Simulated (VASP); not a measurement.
A run of VASP 6.6.1:

Contents of INCAR:

```
  ALGO = Normal
  EDIFF = 1E-7
  ENCUT = 520
  GGA = RP
  ISIF = 2
  ISMEAR = -1
  LASPH = T
  LCHARG = F
  LREAL = F
  LWAVE = F
  NBANDS = 16
  NELM = 100
  PREC = Accurate
  SIGMA = 0.15
```

The input KPOINTS:

```
k-points
0
Gamma
  8 8 8
```

Contents of POSCAR:

```
CdS
1.0
    0.0000000000      3.1155152588      3.1155152588
    3.1155152588      0.0000000000      3.1155152588
    3.1155152588      3.1155152588      0.0000000000
Cd S
1 1
Direct
    0.0000000000      0.0000000000      0.0000000000
    0.7500000000      0.7500000000      0.7500000000
```

Potentials or basis: VASP PAW PBE potentials, release 64 (Cd, S).

Run with:

```bash
$ cat potpaw_PBE.64/Cd/POTCAR potpaw_PBE.64/S/POTCAR > POTCAR
$ mpirun -np 1 vasp_std > vasp.out
```

Hardware: 1 thread of Intel Xeon 8259CL (shared host).

Question: Estimate the wall time of this run.

Answer: Run time: 59 s on 1 thread of Intel Xeon 8259CL, on a shared host, peak memory 0.21 GiB. Counts: scf iterations 14, k points 29.
